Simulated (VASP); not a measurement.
Set up this calculation in VASP 6.6.1, as the native input.

| Item | Value |
| --- | --- |
| Task | single point |
| Functional | r2SCAN |
| Potentials or basis | VASP PAW PBE potentials, release 64 (Mo_sv, I) |
| Cutoff | 520 eV |
| k mesh | 5 × 5 × 5 |
| Occupations | fermi-dirac, width 0.1 eV |
| Spin | no spin polarisation |
| Dipole correction | no |
| Further INCAR settings | ALGO = Normal; EDIFF = 1e-06; NBANDS = 18 |

The system is MoI.

```
CELL_PARAMETERS angstrom
0.00000 3.17885 3.17885
3.17885 0.00000 3.17885
3.17885 3.17885 0.00000
ATOMIC_POSITIONS crystal
Mo 0.00155 0.99807 0.00675
I 0.75230 0.75451 0.73718
```

These files were run (other wordings do the same):

POSCAR

```
MoI
1.0
    0.0000000000      3.1788513800      3.1788513800
    3.1788513800      0.0000000000      3.1788513800
    3.1788513800      3.1788513800      0.0000000000
Mo I
1 1
Direct
    0.0015460000     -0.0019290000      0.0067510000
    0.7522960000      0.7545080000      0.7371820000
```

INCAR.step1

```
SYSTEM = MoI
  ALGO = Normal
  EDIFF = 1E-4
  ENCUT = 520
  GGA = PE
  ISMEAR = -1
  LASPH = .TRUE.
  LCHARG = .FALSE.
  LREAL = .FALSE.
  LWAVE = .TRUE.
  NBANDS = 18
  NELM = 60
  PREC = Accurate
  SIGMA = 0.1
```

INCAR.step2

```
SYSTEM = MoI
  ALGO = Normal
  EDIFF = 1E-6
  ENCUT = 520
  ISIF = 2
  ISMEAR = -1
  ISTART = 1
  LASPH = .TRUE.
  LCHARG = .TRUE.
  LELF = .TRUE.
  LMIXTAU = .TRUE.
  LREAL = .FALSE.
  LVHAR = .TRUE.
  LWAVE = .FALSE.
  METAGGA = R2SCAN
  NBANDS = 18
  NELM = 60
  PREC = Accurate
  SIGMA = 0.1
```

KPOINTS

```
k-points
0
G
  5 5 5
  0 0 0
```

Potentials or basis: VASP PAW PBE potentials, release 64 (Mo_sv, I).

Command:

```sh
$ cat potpaw_PBE.64/Mo_sv/POTCAR potpaw_PBE.64/I/POTCAR > POTCAR
$ cp INCAR.step1 INCAR
$ mpirun -np 1 vasp_std > vasp.out
$ cp INCAR.step2 INCAR
$ mpirun -np 1 vasp_std > vasp.out
```

It gave:

The pressure is -7.9 GPa. The largest force is 0.533 eV/Å and the band gap on the k mesh is zero (an odd number of electrons rules out a gap without spin polarisation).

Caveat: the cell stands under tension; the PAW data sets were made with another functional, which shifts forces and pressure a little; spin-orbit coupling is left out, which moves the levels of the heavy elements; an odd number of electrons without spin polarisation forces a metal; a magnetic or distorted state may lie lower.

Run time: 3 min on 1 thread of Intel(R) Xeon(R) Platinum 8375C CPU @ 2.90GHz (Ice Lake), on a shared host, peak memory 0.24 GiB.
